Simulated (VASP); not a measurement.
Wanted: the native input for a VASP 6.6.1 run.

* Task: single point
* Functional: PBE
* Potentials or basis: VASP PAW PBE potentials, release 64 (Te, Mo_sv)
* Cutoff: 520 eV
* k mesh: 4 × 8 × 2
* Occupations: fermi-dirac, width 0.05 eV
* Spin: no spin polarisation
* Dipole correction: no
* Further INCAR settings: ALGO = Normal; EDIFF = 1e-06; NBANDS = 64

The structure of Te2Mo lies in POSCAR:

```
Te2Mo
1.0
    6.3719217515      0.0000000000      0.0000000000
    0.0000000000      3.4919741795      0.0000000000
   -0.9530650552      0.0000000000     13.9192001300
Te Mo
8 4
Direct
    0.9437000000      0.7500000000      0.6045000000
    0.0563000000      0.2500000000      0.3955000000
    0.9030000000      0.2500000000      0.8514000000
    0.0970000000      0.7500000000      0.1486000000
    0.4112000000      0.7500000000      0.8955000000
    0.5888000000      0.2500000000      0.1045000000
    0.4432000000      0.2500000000      0.6484000000
    0.5568000000      0.7500000000      0.3516000000
    0.8167000000      0.7500000000      0.9926000000
    0.1833000000      0.2500000000      0.0074000000
    0.6819000000      0.2500000000      0.4934000000
    0.3181000000      0.7500000000      0.5066000000
```

The input as run:

INCAR

```
SYSTEM = Te2Mo
PREC = Accurate ; ENCUT = 520
EDIFF = 1E-6 ; ISMEAR = -1
SIGMA = 0.05 ; LREAL = .False.
LASPH = .True. ; NELM = 60
ALGO = Normal ; ISIF = 2
LWAVE = .False. ; LCHARG = .False.
GGA = PE ; NBANDS = 64
```

KPOINTS

```
Automatic mesh
0
Gamma
  4 8 2
  0 0 0
```

Potentials or basis: VASP PAW PBE potentials, release 64 (Te, Mo_sv).

Command:

```console
$ cat potpaw_PBE.64/Te/POTCAR potpaw_PBE.64/Mo_sv/POTCAR > POTCAR
$ mpirun -np 1 vasp_std > vasp.out
```

It gave:

* Pressure: 0.5 GPa
* Largest force: 0.226 eV/Å
* Band gap on the k mesh: zero (bands 52 and 53 overlap by 0.16 eV)

Caveat: spin-orbit coupling is left out, which moves the levels of the heavy elements.

It took 16 min on 1 thread of Oxide Virtual Turin-like Processor, with other jobs on the host, peak memory 0.62 GiB.
